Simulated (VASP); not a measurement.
# Sb2Pt (P-3m1) in VASP: relaxation of cell and atoms with PBE

Aim: the relaxation of cell and atoms of Sb2Pt with PBE.

Everything below comes from runs of VASP 6.6.1. Logs are shortened: lines on timing, memory, paths and dates and some standing lists are left out, and cuts for length are marked.

## 1. The cell of the first run

It takes space group P-3m1 (No. 164, trigonal). The conventional cell has a = 3.995 Å, b = 3.995 Å, c = 5.315 Å, α = 90.00°, β = 90.00°, γ = 120.00°. Sb (site symmetry 3m) has 3 Pt at 2.71 Å and 6 Sb at 3.37 to 3.67 Å within 3.7 Å. Pt (site symmetry -3m) has 6 Sb at 2.71 Å within 3.6 Å.

The cell was generated, and may not be a known phase.

## 2. Relaxation of cell and atoms, PBE

The input, INCAR:

```
SYSTEM = Sb2Pt
PREC     = Accurate       ! precision mode
ENCUT    = 600            ! plane-wave cutoff, eV
EDIFF    = 1E-7           ! SCF threshold, eV
ISMEAR   = 0              ! smearing method
SIGMA    = 0.1            ! smearing width, eV
LREAL    = .False.        ! projectors in reciprocal space
LASPH    = .True.         ! aspherical terms in the spheres
NELM     = 80             ! most SCF steps
ALGO     = Normal         ! electronic algorithm
ISIF     = 3              ! what is computed and relaxed
LWAVE    = .False.        ! write WAVECAR
LCHARG   = .False.        ! write CHGCAR
GGA      = PE             ! functional
IBRION   = 2              ! ionic algorithm
NSW      = 100            ! ionic steps
EDIFFG   = -0.01          ! ionic threshold
```

The input, KPOINTS:

```
Automatic mesh
0
Gamma
  12 12 8
  0 0 0
```

The input, POSCAR:

```
Sb2Pt
1.0
    3.9945291099      0.0000000000      0.0000000000
   -1.9972645549      3.4593636853      0.0000000000
    0.0000000000      0.0000000000      5.3147921787
Sb Pt
2 1
Direct
    0.6666666667      0.3333333333      0.7315038688
    0.3333333333      0.6666666667      0.2684961312
    0.0000000000      0.0000000000      0.0000000000
```

Potentials or basis: VASP PAW PBE potentials, release 64 (Sb, Pt).

Started as:

```
cat potpaw_PBE.64/Sb/POTCAR potpaw_PBE.64/Pt/POTCAR > POTCAR
mpirun -np 1 vasp_std > vasp.out
```

OUTCAR:

```text
SYSTEM = Sb2Pt
   PREC = Accurate
   ENCUT = 600
   EDIFF = 1E-7
   ISMEAR = 0
   LREAL = .False.
   LASPH = .True.
   NELM = 80
   ISIF = 3
   GGA = PE
   IBRION = 2
   NSW = 100
   EDIFFG = -0.01

 ion  position               nearest neighbor table
   1  0.667  0.333  0.732-   3 2.71   3 2.71   3 2.71   2 3.37   2 3.37   2 3.37   2 3.67   2 3.67
                             2 3.67
   2  0.333  0.667  0.268-   3 2.71   3 2.71   3 2.71   1 3.37   1 3.37   1 3.37   1 3.67   1 3.67
                             1 3.67
   3  0.000  0.000  0.000-   1 2.71   2 2.71   2 2.71   1 2.71   1 2.71   2 2.71

  LATTYP: Found a hexagonal cell.
 ALAT       =     3.9945291099
 C/A-ratio  =     1.3305178239

  Lattice vectors:

 A1 = (   3.9945291099,   0.0000000000,   0.0000000000)
 A2 = (  -1.9972645549,   3.4593636853,   0.0000000000)
 A3 = (   0.0000000000,   0.0000000000,   5.3147921787)

Analysis of symmetry for initial positions (statically):
=====================================================================
 Subroutine PRICEL returns:
 Original cell was already a primitive cell.

 Routine SETGRP: Setting up the symmetry group for a
 hexagonal supercell.

 Subroutine GETGRP returns: Found 12 space group operations
 (whereof 12 operations were pure point group operations)
 out of a pool of 24 trial point group operations.

The static configuration has the point symmetry D_3d.

Analysis of symmetry for dynamics (positions and initial velocities):
=====================================================================
 Subroutine PRICEL returns:
 Original cell was already a primitive cell.

 Routine SETGRP: Setting up the symmetry group for a
 hexagonal supercell.

 Subroutine GETGRP returns: Found 12 space group operations
 (whereof 12 operations were pure point group operations)
 out of a pool of 24 trial point group operations.

The dynamic configuration has the point symmetry D_3d.

 Subroutine INISYM returns: Found 12 space group operations
 (whereof 12 operations are pure point group operations),
 and found     1 'primitive' translations

----------------------------------------------------------------------------------------

                                     Primitive cell

  volume of cell :      73.4426

  direct lattice vectors                    reciprocal lattice vectors
     3.994529110  0.000000000  0.000000000     0.250342399  0.144535251  0.000000000
    -1.997264555  3.459363685  0.000000000     0.000000000  0.289070503  0.000000000
     0.000000000  0.000000000  5.314792179     0.000000000  0.000000000  0.188154111

  length of vectors
     3.994529110  3.994529110  5.314792179     0.289070503  0.289070503  0.188154111

  position of ions in fractional coordinates (direct lattice)
     0.666666667  0.333333333  0.731503869
     0.333333333  0.666666667  0.268496131
     0.000000000  0.000000000  0.000000000

  ion indices of the primitive-cell ions
   primitive index   ion index
                 1           1
                 2           2
                 3           3

----------------------------------------------------------------------------------------

 KPOINTS: Automatic mesh

Automatic generation of k-mesh.
 Grid dimensions read from file:
 generate k-points for:   12   12    8

 Generating k-lattice:

  Cartesian coordinates                     Fractional coordinates (reciprocal lattice)
     0.020861867  0.012044604  0.000000000     0.083333333  0.000000000  0.000000000
     0.000000000  0.024089209  0.000000000     0.000000000  0.083333333  0.000000000
     0.000000000  0.000000000  0.023519264     0.000000000  0.000000000  0.125000000

  Length of vectors
     0.024089209  0.024089209  0.023519264

  Shift w.r.t. Gamma in fractional coordinates (k-lattice)
     0.000000000  0.000000000  0.000000000

 Subroutine IBZKPT returns following result:
 ===========================================

 Found    131 irreducible k-points:

 Following reciprocal coordinates:
            Coordinates               Weight
  0.000000  0.000000  0.000000      1.000000
  0.083333 -0.000000  0.000000      6.000000
  0.166667 -0.000000  0.000000      6.000000
  0.250000  0.000000  0.000000      6.000000
  0.333333  0.000000  0.000000      6.000000
  0.416667 -0.000000  0.000000      6.000000
[... 16 lines left out ...]
  0.166667 -0.000000  0.125000      6.000000
  0.000000  0.166667  0.125000      6.000000
 [... further k-points ...]
   k-points           NKPTS =    131   k-points in BZ     NKDIM =    131   number of bands    NBANDS=     14
   number of dos      NEDOS =    301   number of ions     NIONS =      3
   total plane-waves  NPLWV =  43008
   dimension x,y,z NGX =    32 NGY =   32 NGZ =   42
   dimension x,y,z NGXF=    64 NGYF=   64 NGZF=   84
   ions per type =               2   1
   NGX,Y,Z   is equivalent  to a cutoff of  13.32, 13.32, 13.14 a.u.
   NGXF,Y,Z  is equivalent  to a cutoff of  26.64, 26.64, 26.28 a.u.
 SYSTEM =  Sb2Pt
   PREC   = accura    normal or accurate (medium, high low for compatibility)
   ISTART =      0    job   : 0-new  1-cont  2-samecut
   ICHARG =      2    charge: 1-file 2-atom 10-const
   ISPIN  =      1    spin polarized calculation?
   LNONCOLLINEAR =      F non collinear calculations
   LSORBIT =      F    spin-orbit coupling
   LASPH  =      T    aspherical Exc in radial PAW
   ENCUT  =  600.0 eV  44.10 Ry    6.64 a.u.   7.98  7.98 10.61*2*pi/ulx,y,z
   NELM   =     80;   NELMIN=  2; NELMDL= -5     # of ELM steps
   EDIFF  = 0.1E-06   stopping-criterion for ELM
   LREAL  =      F    real-space projection
   EDIFFG = -.1E-01   stopping-criterion for IOM
   NSW    =    100    number of steps for IOM
   IBRION =      2    ionic relax: 0-MD 1-quasi-New 2-CG
   NFREE  =      1    steps in history (QN), initial steepest desc. (CG)
   ISIF   =      3    stress and relaxation
   ISYM   =      2    0-nonsym 1-usesym 2-fastsym
   POTIM  = 0.5000    time-step for ionic-motion
   TEBEG  =    0.0;   TEEND  =   0.0 temperature during run
   PSTRESS=    0.0 pullay stress
   NELECT =      20.0000    total number of electrons
   NUPDOWN=      -1.0000    fix difference up-down
   EMIN   =  10.00;   EMAX   =-10.00  energy-range for DOS
   EFERMI =   0.00;   METHOD = LEGACY
   ISMEAR =     0;   SIGMA  =   0.10  broadening in eV -4-tet -1-fermi 0-gaus
   EFERMI_NEDOS =   21; number of points for ismear=-14 and -15
   IALGO  =     38    algorithm
   IMIX   =      4    mixing-type and parameters
     AMIX     =   0.40;   BMIX     =  1.00
     AMIX_MAG =   1.60;   BMIX_MAG =  1.00
  volume/ion in A,a.u.               =      24.48       165.21
  Fermi-wavevector in a.u.,A,eV,Ry     =   1.061130  2.005246 15.320132  1.125998
  Thomas-Fermi vector in A             =   2.196536
   LORBIT       =      0    0 simple, 1 ext, 2 COOP (PROOUT), +10 PAW based schemes
   GGA     = PE    functional components
   LHFCALC =     F    Hartree Fock is set to
   AEXX    =    0.0000 exact exchange contribution
   IVDW    =     0    specifies the selected vdW correction
   LEPSILON=     F    determine dielectric tensor
   LRPA    =     F    only Hartree local field effects (RPA)
 conjugate gradient relaxation of ions
 non-spin polarized calculation
 Gauss-broadening in eV      SIGMA  =   0.10
  energy-cutoff  :      600.00
  volume of cell :       73.44
 maximum number of plane-waves:      2474
   NGX = 15   NGY = 15   NGZ = 21

--------------------------------------- Ionic step        1  -------------------------------------------

 number of electron      20.0000002 magnetization

 Free energy of the ion-electron system (eV)
  ---------------------------------------------------
  ext. energy  EPLUGINS =         0.00000000
  ---------------------------------------------------
  free energy    TOTEN  =       -15.36945728 eV

  energy without entropy =      -15.36016157  energy(sigma->0) =      -15.36480943

------------------------ aborting loop because EDIFF is reached ----------------------------------------

  FORCE on cell =-STRESS in cart. coord.  units (eV):
  Direction    XX          YY          ZZ          XY          YZ          ZX
  --------------------------------------------------------------------------------------
  -------------------------------------------------------------------------------------
  Total       -0.1192852     -0.1192852     -0.1946784     -0.0000000      0.0000000      0.0000000
  in kB       -2.6022495     -2.6022495     -4.2469802     -0.0000000      0.0000000      0.0000000
  external PRESSURE =      -3.1504931 kB  Pullay stress =       0.0000000 kB
[... 92 lines left out ...]
  FREE ENERGIE OF THE ION-ELECTRON SYSTEM (eV)
  ---------------------------------------------------
  free  energy   TOTEN  =       -15.3698146839 eV

  energy  without entropy=      -15.3605124370  energy(sigma->0) =      -15.36516356

[... ionic steps 4 to 8 ...]

--------------------------------------- Ionic step        9  -------------------------------------------

 number of electron      20.0000003 magnetization

------------------------ aborting loop because EDIFF is reached ----------------------------------------
[... 69 lines left out ...]
--------------------------------------- Ionic step       11  -------------------------------------------

 number of electron      20.0000003 magnetization

 Free energy of the ion-electron system (eV)
  ---------------------------------------------------
  ext. energy  EPLUGINS =         0.00000000
  ---------------------------------------------------
  free energy    TOTEN  =       -15.37061887 eV

  energy without entropy =      -15.36123854  energy(sigma->0) =      -15.36592871

 E-fermi :   7.9237     XC(G=0): -10.4846

 val. band max:        7.9228634102   @ k =   0.1667  -0.0000   0.2500
 cond. band min:       7.9520518863   @ k =   0.0833   0.0833   0.5000
 fundamental gap:      0.0291884761
 Fermi energy:         7.9237107784

 k-point     1 :       0.0000    0.0000    0.0000
  band No.  band energies     occupation
      1      -4.0535      2.00000
      2       0.1107      2.00000
      3       2.2812      2.00000
      4       3.3365      2.00000
      5       3.3365      2.00000
      6       4.8244      2.00000
      7       4.8244      2.00000
      8       5.9734      2.00000
      9       9.5915      0.00000
     10       9.5915      0.00000
     11      10.5497      0.00000
     12      10.5497      0.00000
     13      11.7907      0.00000
     14      11.9626      0.00000
[... 377 lines left out ...]
      1      -3.6378      2.00000
      2      -0.3819      2.00000
      3       2.7015      2.00000
      4       3.4608      2.00000
      5       3.7983      2.00000
      6       4.6313      2.00000
      7       4.7644      2.00000
      8       5.7700      2.00000
      9       7.5177      2.00000
     10       8.7768      0.00000
     11      10.0810      0.00000
     12      10.7976      0.00000
     13      11.2264      0.00000
     14      13.0555      0.00000

 [... further k-points ...]
[... 5 lines left out ...]
  --------------------------------------------------------------------------------------
  -------------------------------------------------------------------------------------
  Total        0.0094538      0.0094538      0.0048784      0.0000000     -0.0000000      0.0000000
  in kB        0.2058031      0.2058031      0.1061995      0.0000000     -0.0000000      0.0000000
  external PRESSURE =       0.1726019 kB  Pullay stress =       0.0000000 kB
[... 18 lines left out ...]
  FREE ENERGIE OF THE ION-ELECTRON SYSTEM (eV)
  ---------------------------------------------------
  free  energy   TOTEN  =       -15.3706188705 eV

  energy  without entropy=      -15.3612385397  energy(sigma->0) =      -15.36592871

 reached required accuracy - stopping structural energy minimisation
```

Run time: 12 min. Hardware: 1 thread of Intel Xeon Platinum 8259CL at 2.50GHz (Skylake/Cascade Lake), shared host; peak memory 0.37 GiB.

Results:

- Free energy: -15.3706 eV
- Relaxed volume: 24.53 Å³/atom
- Relaxed cell: a = 4.014 Å, b = 4.014 Å, c = 5.275 Å, α = 90.00°, β = 90.00°, γ = 120.00°
- Space group after relaxing (to 0.1 Å): P-3m1 (No. 164)
- Energy gained by relaxing: 0.4 meV/atom
- Ionic steps: 11
- Pressure after relaxing: 0.0 GPa
- Band gap on the k mesh: zero (bands 10 and 11 overlap by 3.48 eV)

The path:
```tsv
step	energy change (eV)	largest force (eV/Å)	pressure (GPa)	volume (Å³)
1	0.0000	0.0588	-0.32	73.44
2	0.0000	0.0163	0.47	72.93
3	-0.0004	0.0212	0.07	73.18
4	-0.0005	0.0203	0.07	73.21
5	-0.0009	0.0186	0.06	73.30
6	-0.0010	0.0189	0.03	73.47
7	-0.0010	0.0183	0.04	73.41
8	-0.0011	0.0153	-0.05	73.57
9	-0.0011	0.0143	-0.08	73.63
10	-0.0011	0.0104	0.09	73.58
11	-0.0012	0.0006	0.02	73.60
```

Final structure:
```
Sb Pt
1.0
     4.01375    0.00000    0.00000
    -2.00687    3.47601    0.00000
     0.00000    0.00000    5.27515
Sb Pt
2 1
Direct
  0.66667 0.33333 0.73487
  0.33333 0.66667 0.26513
  0.00000 0.00000 0.00000
```

Levels at points of the mesh, in eV from the Fermi level:
| k point | band 6 | band 7 | band 8 | band 9 | band 10 | band 11 | band 12 | band 13 | band 14 |
| --- | --- | --- | --- | --- | --- | --- | --- | --- | --- |
| (0.00, 0.00, 0.00) | -3.10 | -3.10 | -1.95 | 1.67 | 1.67 | 2.63 | 2.63 | 3.87 | 4.04 |
| (0.50, 0.00, 0.00) | -2.79 | -2.67 | -2.22 | -1.87 | -1.68 | -1.58 | 1.32 | 4.57 | 5.03 |
| (0.00, 0.00, 0.50) | -3.13 | -3.13 | -0.34 | 0.66 | 0.89 | 0.89 | 4.13 | 4.13 | 5.30 |
| (0.50, 0.00, 0.50) | -3.52 | -2.80 | -2.71 | -2.45 | -0.44 | 1.10 | 1.79 | 3.15 | 5.43 |

Caveat: spin-orbit coupling is left out, which moves the levels of the heavy elements.

The gap in the log of VASP goes by the Fermi energy; the results here count the filled bands.